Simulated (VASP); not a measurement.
# KBe4I (P6/mmm) in VASP: further runs

KBe4I is run at these levels: PBE; tasks: single point, relaxation of cell and atoms.

Everything below comes from runs of VASP 6.6.1. Logs are shortened: lines on timing, memory, paths and dates and some standing lists are left out, and cuts for length are marked.

### 1 The cell of the first run

Symmetry: P6/mmm, No. 191, hexagonal system. Conventional cell: a = 4.922 Å, b = 4.922 Å, c = 5.804 Å, α = 90.00°, β = 90.00°, γ = 120.00°. K (site symmetry 6/mmm) has 6 Be at 2.84 Å and 2 I at 2.90 Å within 3.7 Å. Be (site symmetry -6m2) has 5 Be at 2.84 to 2.90 Å and 3 K at 2.84 Å within 3.7 Å. Be (site symmetry -6m2) has 5 Be at 2.84 to 2.90 Å and 3 I at 2.84 Å within 3.7 Å. I (site symmetry 6/mmm) has 6 Be at 2.84 Å and 2 K at 2.90 Å within 3.7 Å.

The cell was generated, and may not be a known phase.

### 2 Single point, PBE

INCAR

```
SYSTEM = KBe4I
ALGO = Normal
EDIFF = 1E-7
ENCUT = 520
GGA = PE
ISIF = 2
ISMEAR = 0
LASPH = .TRUE.
LCHARG = .TRUE.
LELF = .TRUE.
LREAL = .FALSE.
LVHAR = .TRUE.
LWAVE = .FALSE.
NBANDS = 21
NELM = 80
PREC = Accurate
SIGMA = 0.1
```

KPOINTS

```
k-points
0
G
  12 12 6
  0 0 0
```

POSCAR

```
KBe4I
1.0
    4.9224594135      0.0000000000      0.0000000000
   -2.4612297068      4.2629749012      0.0000000000
    0.0000000000      0.0000000000      5.8036002312
K Be I
1 4 1
Direct
    0.0000000000      0.0000000000      0.5000000000
    0.3333333333      0.6666666667      0.5000000000
    0.6666666667      0.3333333333      0.5000000000
    0.3333333333      0.6666666667      0.0000000000
    0.6666666667      0.3333333333      0.0000000000
    0.0000000000      0.0000000000      0.0000000000
```

Potentials or basis: VASP PAW PBE potentials, release 64 (K_sv, Be, I).

The run is started by

```console
cat potpaw_PBE.64/K_sv/POTCAR potpaw_PBE.64/Be/POTCAR potpaw_PBE.64/I/POTCAR > POTCAR
mpirun -np 1 vasp_std > vasp.out
```

OUTCAR:

```text
SYSTEM = KBe4I
   EDIFF = 1E-7
   ENCUT = 520
   GGA = PE
   ISIF = 2
   ISMEAR = 0
   LASPH = .TRUE.
   LREAL = .FALSE.
   NELM = 80
   PREC = Accurate

 ion  position               nearest neighbor table
   1  0.000  0.000  0.500-   2 2.84   3 2.84   3 2.84   2 2.84   3 2.84   2 2.84   6 2.90   6 2.90

   2  0.333  0.667  0.500-   1 2.84   1 2.84   1 2.84
   3  0.667  0.333  0.500-   1 2.84   1 2.84   1 2.84
   4  0.333  0.667  0.000-   6 2.84   6 2.84   6 2.84
   5  0.667  0.333  0.000-   6 2.84   6 2.84   6 2.84
   6  0.000  0.000  0.000-   4 2.84   5 2.84   5 2.84   4 2.84   5 2.84   4 2.84   1 2.90   1 2.90

  LATTYP: Found a hexagonal cell.
 ALAT       =     4.9224594135
 C/A-ratio  =     1.1790041814

  Lattice vectors:

 A1 = (   4.9224594135,   0.0000000000,   0.0000000000)
 A2 = (  -2.4612297068,   4.2629749012,   0.0000000000)
 A3 = (   0.0000000000,   0.0000000000,   5.8036002312)

Analysis of symmetry for initial positions (statically):
=====================================================================
 Subroutine PRICEL returns:
 Original cell was already a primitive cell.

 Routine SETGRP: Setting up the symmetry group for a
 hexagonal supercell.

 Subroutine GETGRP returns: Found 24 space group operations
 (whereof 24 operations were pure point group operations)
 out of a pool of 24 trial point group operations.

The static configuration has the point symmetry D_6h.

Analysis of symmetry for dynamics (positions and initial velocities):
=====================================================================
 Subroutine PRICEL returns:
 Original cell was already a primitive cell.

 Routine SETGRP: Setting up the symmetry group for a
 hexagonal supercell.

 Subroutine GETGRP returns: Found 24 space group operations
 (whereof 24 operations were pure point group operations)
 out of a pool of 24 trial point group operations.

The dynamic configuration has the point symmetry D_6h.

 Subroutine INISYM returns: Found 24 space group operations
 (whereof 24 operations are pure point group operations),
 and found     1 'primitive' translations

----------------------------------------------------------------------------------------

                                     Primitive cell

  volume of cell :     121.7846

  direct lattice vectors                    reciprocal lattice vectors
     4.922459414  0.000000000  0.000000000     0.203150481  0.117288985  0.000000000
    -2.461229707  4.262974901  0.000000000     0.000000000  0.234577970  0.000000000
     0.000000000  0.000000000  5.803600231     0.000000000  0.000000000  0.172306837

  length of vectors
     4.922459414  4.922459414  5.803600231     0.234577970  0.234577970  0.172306837

  position of ions in fractional coordinates (direct lattice)
     0.000000000  0.000000000  0.500000000
     0.333333333  0.666666667  0.500000000
     0.666666667  0.333333333  0.500000000
     0.333333333  0.666666667  0.000000000
     0.666666667  0.333333333  0.000000000
     0.000000000  0.000000000  0.000000000

  ion indices of the primitive-cell ions
   primitive index   ion index
                 1           1
                 2           2
                 3           3
                 4           4
                 5           5
                 6           6

----------------------------------------------------------------------------------------

 KPOINTS: k-points

Automatic generation of k-mesh.
 Grid dimensions read from file:
 generate k-points for:   12   12    6

 Generating k-lattice:

  Cartesian coordinates                     Fractional coordinates (reciprocal lattice)
     0.016929207  0.009774082  0.000000000     0.083333333  0.000000000  0.000000000
     0.000000000  0.019548164  0.000000000     0.000000000  0.083333333  0.000000000
     0.000000000  0.000000000  0.028717806     0.000000000  0.000000000  0.166666667

  Length of vectors
     0.019548164  0.019548164  0.028717806

  Shift w.r.t. Gamma in fractional coordinates (k-lattice)
     0.000000000  0.000000000  0.000000000

 Subroutine IBZKPT returns following result:
 ===========================================

 Found     76 irreducible k-points:

 Following reciprocal coordinates:
            Coordinates               Weight
  0.000000  0.000000  0.000000      1.000000
  0.083333  0.000000  0.000000      6.000000
  0.166667  0.000000  0.000000      6.000000
  0.250000  0.000000  0.000000      6.000000
  0.333333  0.000000  0.000000      6.000000
  0.416667 -0.000000  0.000000      6.000000
[... 16 lines left out ...]
  0.250000  0.000000  0.166667     12.000000
  0.333333  0.000000  0.166667     12.000000
 [... further k-points ...]
   k-points           NKPTS =     76   k-points in BZ     NKDIM =     76   number of bands    NBANDS=     21
   number of dos      NEDOS =    301   number of ions     NIONS =      6
   total plane-waves  NPLWV =  76800
   dimension x,y,z NGX =    40 NGY =   40 NGZ =   48
   dimension x,y,z NGXF=    80 NGYF=   80 NGZF=   96
   ions per type =               1   4   1
   NGX,Y,Z   is equivalent  to a cutoff of  13.51, 13.51, 13.75 a.u.
   NGXF,Y,Z  is equivalent  to a cutoff of  27.02, 27.02, 27.50 a.u.
 SYSTEM =  KBe4I
   PREC   = accura    normal or accurate (medium, high low for compatibility)
   ISTART =      0    job   : 0-new  1-cont  2-samecut
   ICHARG =      2    charge: 1-file 2-atom 10-const
   ISPIN  =      1    spin polarized calculation?
   LNONCOLLINEAR =      F non collinear calculations
   LSORBIT =      F    spin-orbit coupling
   LASPH  =      T    aspherical Exc in radial PAW
   ENCUT  =  520.0 eV  38.22 Ry    6.18 a.u.   9.15  9.15 10.79*2*pi/ulx,y,z
   NELM   =     80;   NELMIN=  2; NELMDL= -5     # of ELM steps
   EDIFF  = 0.1E-06   stopping-criterion for ELM
   LREAL  =      F    real-space projection
   EDIFFG = 0.1E-05   stopping-criterion for IOM
   NSW    =      0    number of steps for IOM
   IBRION =     -1    ionic relax: 0-MD 1-quasi-New 2-CG
   NFREE  =      0    steps in history (QN), initial steepest desc. (CG)
   ISIF   =      2    stress and relaxation
   ISYM   =      2    0-nonsym 1-usesym 2-fastsym
   POTIM  = 0.5000    time-step for ionic-motion
   TEBEG  =    0.0;   TEEND  =   0.0 temperature during run
   PSTRESS=    0.0 pullay stress
   NELECT =      24.0000    total number of electrons
   NUPDOWN=      -1.0000    fix difference up-down
   EMIN   =  10.00;   EMAX   =-10.00  energy-range for DOS
   EFERMI =   0.00;   METHOD = LEGACY
   ISMEAR =     0;   SIGMA  =   0.10  broadening in eV -4-tet -1-fermi 0-gaus
   EFERMI_NEDOS =   21; number of points for ismear=-14 and -15
   IALGO  =     38    algorithm
   IMIX   =      4    mixing-type and parameters
     AMIX     =   0.40;   BMIX     =  1.00
     AMIX_MAG =   1.60;   BMIX_MAG =  1.00
  volume/ion in A,a.u.               =      20.30       136.97
  Fermi-wavevector in a.u.,A,eV,Ry     =   0.952682  1.800307 12.348678  0.907602
  Thomas-Fermi vector in A             =   2.081267
   LORBIT       =      0    0 simple, 1 ext, 2 COOP (PROOUT), +10 PAW based schemes
   GGA     = PE    functional components
   LHFCALC =     F    Hartree Fock is set to
   AEXX    =    0.0000 exact exchange contribution
   IVDW    =     0    specifies the selected vdW correction
   LEPSILON=     F    determine dielectric tensor
   LRPA    =     F    only Hartree local field effects (RPA)
 non-spin polarized calculation
 Gauss-broadening in eV      SIGMA  =   0.10
  energy-cutoff  :      520.00
  volume of cell :      121.78
 maximum number of plane-waves:      3300
 NGX is ok and might be reduce to    40
   NGX = 19   NGY = 19   NGZ = 21

 number of electron      23.9999999 magnetization

 Free energy of the ion-electron system (eV)
  ---------------------------------------------------
  ext. energy  EPLUGINS =         0.00000000
  ---------------------------------------------------
  free energy    TOTEN  =        -9.36338181 eV

  energy without entropy =       -9.34632073  energy(sigma->0) =       -9.35485127

 E-fermi :   3.4992     XC(G=0):  -8.8361

 val. band max:        3.4896218888   @ k =   0.1667   0.0833   0.0000
 cond. band min:       3.5021156328   @ k =   0.0000   0.0000   0.0000
 fundamental gap:      0.0124937440
 Fermi energy:         3.4991781171

 k-point     1 :       0.0000    0.0000    0.0000
  band No.  band energies     occupation
      1     -26.6833      2.00000
      2     -10.8374      2.00000
      3     -10.5285      2.00000
      4     -10.3337      2.00000
      5     -10.3337      2.00000
      6      -1.3720      2.00000
[... 13 lines left out ...]
     20       8.0676      0.00000
     21       8.5030      0.00000

 k-point     2 :       0.0833    0.0000    0.0000
  band No.  band energies     occupation
      1     -26.6832      2.00000
      2     -10.8274      2.00000
      3     -10.5276      2.00000
      4     -10.3394      2.00000
      5     -10.3354      2.00000
      6      -1.6010      2.00000
[... 13 lines left out ...]
     20       8.1781      0.00000
     21       8.3556      0.00000

 k-point     3 :       0.1667    0.0000    0.0000
  band No.  band energies     occupation
      1     -26.6828      2.00000
      2     -10.7995      2.00000
      3     -10.5251      2.00000
      4     -10.3553      2.00000
      5     -10.3401      2.00000
      6      -2.0193      2.00000
[... 13 lines left out ...]
     20       8.2886      0.00000
     21       8.4103      0.00000
[... 457 lines left out ...]
 k-point    23 :       0.2500    0.0000    0.1667
  band No.  band energies     occupation
      1     -26.6821      2.00000
      2     -11.1365      2.00000
      3     -10.3779      2.00000
      4     -10.3455      2.00000
      5     -10.0707      2.00000
      6      -2.4186      2.00000
[... 13 lines left out ...]
     20       8.3998      0.00000
     21       8.7728      0.00000

 k-point    24 :       0.3333    0.0000    0.1667
  band No.  band energies     occupation
      1     -26.6815      2.00000
      2     -11.1103      2.00000
      3     -10.3999      2.00000
      4     -10.3519      2.00000
      5     -10.0531      2.00000
      6      -2.7733      2.00000
[... 13 lines left out ...]
     20       8.1469      0.00000
     21       8.9172      0.00000

 [... further k-points ...]
[... 5 lines left out ...]
  --------------------------------------------------------------------------------------
  -------------------------------------------------------------------------------------
  Total        0.0352391      0.0352391      0.1192388     -0.0000000     -0.0000000     -0.0000000
  in kB        0.4635998      0.4635998      1.5686852     -0.0000000     -0.0000000     -0.0000000
  external PRESSURE =       0.8319616 kB  Pullay stress =       0.0000000 kB

 VOLUME and BASIS-vectors are now :
 -----------------------------------------------------------------------------
  energy-cutoff  :      520.00
  volume of cell :      121.78
      direct lattice vectors                 reciprocal lattice vectors
     4.922459414  0.000000000  0.000000000     0.203150481  0.117288985  0.000000000
    -2.461229707  4.262974901  0.000000000     0.000000000  0.234577970  0.000000000
     0.000000000  0.000000000  5.803600231     0.000000000  0.000000000  0.172306837

 POSITION                                       TOTAL-FORCE (eV/Angst)
 -----------------------------------------------------------------------------------
      0.00000      0.00000      2.90180         0.000000      0.000000     -0.000000
     -0.00000      2.84198      2.90180        -0.000000      0.000000     -0.000000
      2.46123      1.42099      2.90180         0.000000      0.000000      0.000000
     -0.00000      2.84198      0.00000        -0.000000      0.000000     -0.000000
      2.46123      1.42099      0.00000         0.000000     -0.000000     -0.000000
      0.00000      0.00000      0.00000         0.000000      0.000000     -0.000000
 -----------------------------------------------------------------------------------
    total drift:                                0.000000     -0.000000      0.000000

  FREE ENERGIE OF THE ION-ELECTRON SYSTEM (eV)
  ---------------------------------------------------
  free  energy   TOTEN  =        -9.3633818148 eV

  energy  without entropy=       -9.3463207344  energy(sigma->0) =       -9.35485127
```

Run time: 2 min. Hardware: 1 thread of Intel Xeon 6975P-C (Granite Rapids), shared host; peak memory 0.39 GiB.

Results:

```yaml
Free_energy: -9.3634 eV
Pressure: 0.1 GPa
Band_gap_on_the_k_mesh: zero (bands 12 and 13 overlap by 1.13 eV)
```

Caveat: spin-orbit coupling is left out, which moves the levels of the heavy elements.

### 3 Relaxation of cell and atoms, PBE

This run uses another cell than the first one, of 20.38 Å³/atom.

INCAR

```
ALGO     = Normal         # electronic algorithm
EDIFF    = 1E-7           # SCF threshold, eV
EDIFFG   = -0.01          # ionic threshold
ENCUT    = 600            # plane-wave cutoff, eV
GGA      = PE             # functional
IBRION   = 2              # ionic algorithm
ISIF     = 3              # what is computed and relaxed
ISMEAR   = 0              # smearing method
LASPH    = True           # aspherical terms in the spheres
LCHARG   = False          # write CHGCAR
LREAL    = False          # projectors in reciprocal space
LWAVE    = False          # write WAVECAR
NELM     = 100            # most SCF steps
NSW      = 100            # ionic steps
PREC     = Accurate       # precision mode
SIGMA    = 0.1            # smearing width, eV
```

KPOINTS

```
k-points
0
Gamma
  12 12 6
```

POSCAR, as its differences from that of step 2:

```diff
@@ -2,5 +2,5 @@
 1.0
-    4.9224594135      0.0000000000      0.0000000000
-   -2.4612297068      4.2629749012      0.0000000000
-    0.0000000000      0.0000000000      5.8036002312
+    4.9208716323      0.0000000000      0.0000000000
+   -2.4604358162      4.2615998423      0.0000000000
+    0.0000000000      0.0000000000      5.8300822908
 K Be I
```

Potentials or basis: VASP PAW PBE potentials, release 64 (K_sv, Be, I).

The run is started by

```console
cat potpaw_PBE.64/K_sv/POTCAR potpaw_PBE.64/Be/POTCAR potpaw_PBE.64/I/POTCAR > POTCAR
mpirun -np 1 vasp_std > vasp.out
```

Run time: 3 min. Hardware: 1 thread of Intel Xeon 6975P-C (Granite Rapids), shared host; peak memory 0.42 GiB.

The run converged. Its results:

```
Free energy                           : -9.3635 eV
Relaxed volume                        : 20.34 Å³/atom
Relaxed cell                          : a = 4.923 Å, b = 4.923 Å, c = 5.813 Å, α = 90.00°, β = 90.00°, γ = 120.00°
Space group after relaxing (to 0.1 Å) : P6/mmm (No. 191)
Energy gained by relaxing             : 0.0 meV/atom
Ionic steps                           : 3
Pressure after relaxing               : 0.0 GPa
Band gap on the k mesh                : zero (bands 12 and 13 overlap by 1.13 eV)
```

Step by step:
```csv
step,energy change (eV),largest force (eV/Å),pressure (GPa),volume (Å³)
1,0.0000,0.0000,-0.05,122.26
2,-0.0002,0.0000,-0.02,122.15
3,-0.0002,0.0000,0.02,122.02
```

Final structure:
```
CELL_PARAMETERS angstrom
4.92313 0.00000 0.00000
-2.46156 4.26356 0.00000
0.00000 0.00000 5.81345
ATOMIC_POSITIONS crystal
K 0.00000 0.00000 0.50000
Be 0.33333 0.66667 0.50000
Be 0.66667 0.33333 0.50000
Be 0.33333 0.66667 0.00000
Be 0.66667 0.33333 0.00000
I 0.00000 0.00000 0.00000
```

Levels at points of the mesh, in eV from the Fermi level:
```csv
k point,band 8,band 9,band 10,band 11,band 12,band 13,band 14,band 15,band 16
"(0.00, 0.00, 0.00)",-4.34,-3.97,-1.45,-0.94,-0.94,0.00,0.49,1.20,1.20
"(0.50, 0.00, 0.00)",-3.29,-3.24,-2.07,-1.30,-0.38,0.73,0.77,2.21,2.69
"(0.00, 0.00, 0.50)",-4.40,-3.33,-2.98,-0.23,-0.23,0.03,0.03,1.03,1.25
"(0.50, 0.00, 0.50)",-4.41,-3.17,-2.25,-2.23,0.44,0.92,2.17,3.08,3.23
```

Caveat: spin-orbit coupling is left out, which moves the levels of the heavy elements.
